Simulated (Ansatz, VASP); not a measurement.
**One calculation of MgS, two programs**

Contents of INCAR:

```
SYSTEM = MgS
ALGO     = Normal         ! electronic algorithm
EDIFF    = 1E-7           ! SCF threshold, eV
EDIFFG   = -0.002         ! ionic threshold
ENCUT    = 520            ! plane-wave cutoff, eV
GGA      = PE             ! functional
GGA_COMPAT= .False.      
IBRION   = 2              ! ionic algorithm
ISIF     = 2              ! what is computed and relaxed
ISMEAR   = 0              ! smearing method
LASPH    = .True.         ! aspherical terms in the spheres
LCHARG   = .False.        ! write CHGCAR
LREAL    = .False.        ! projectors in reciprocal space
LWAVE    = .False.        ! write WAVECAR
NELM     = 120            ! most SCF steps
NELMIN   = 4            
NSW      = 60             ! ionic steps
PREC     = Accurate       ! precision mode
SIGMA    = 0.02           ! smearing width, eV
```

The input KPOINTS:

```
k-points
0
Gamma
  6 6 6
  0 0 0
```

Contents of POSCAR:

```
MgS
1.0
    0.0000000000      2.6412435108      2.5994020294
    2.6412435108      0.0000000000      2.5994020294
    2.6412435108      2.6412435108      0.0000000000
Mg S
1 1
Direct
    0.0000000000      0.0000000000      0.0000000000
    0.5000000000      0.5000000000      0.5000000000
```

Input for Ansatz:

```yaml
crystal:
  lattice:
    - [0.0, 2.6412435121, 2.5994020307]
    - [2.6412435121, 0.0, 2.5994020307]
    - [2.6412435121, 2.6412435121, 0.0]
  atoms:
    - { symbol: Mg, position: [0.0, 0.0, 0.0] }
    - { symbol: S, position: [0.5, 0.5, 0.5] }
basis:
  ecutwfc: 420
kpoints:
  mp_grid: { grid: [6, 6, 6] }
hamiltonian:
  xc: pbe
  pseudopotentials: { kind: paw, azcp: { folder: soft_1 } }
scf:
  occupations: { method: gaussian, width: 0.02 }
output:
  forces: true
  stress: true
  eigenvalues: true
  write_density: true
  write_potential: true
  elf: true
  volumetric_format: npy
relax:
  adjacent_minimum: "off"
  f_tol: 0.002
  max_steps: 40
```

Change from the starting cell: strained cell.

Alike in both runs: task relaxation of the atoms; functional PBE; k mesh 6 × 6 × 6; occupations gaussian, width 0.02 eV; no spin polarisation.

|  | VASP | Ansatz |
| --- | --- | --- |
| version | VASP 6.6.1 | Ansatz 0.2.0 |
| potentials or method | VASP PAW PBE potentials, release 64 (Mg, S), cutoff 520 eV | scalar-relativistic, plane waves, PAW |
| valence electrons in the cell | 8 | 16 |

VASP gave:

- gap on the k mesh at the Fermi level, each at its own relaxed structure (eV): 2.64

Task: Which values does Ansatz return?

Result: gap on the k mesh at the Fermi level, each at its own relaxed structure (eV): 2.65.

VASP's potentials hold 8 valence electrons a cell and Ansatz's 16, so a difference there can come from the potentials and not from the codes. Ansatz's warnings: stress scf threshold loose.

Noted on VASP's run: the relaxation stopped at its first step, so nothing moved.
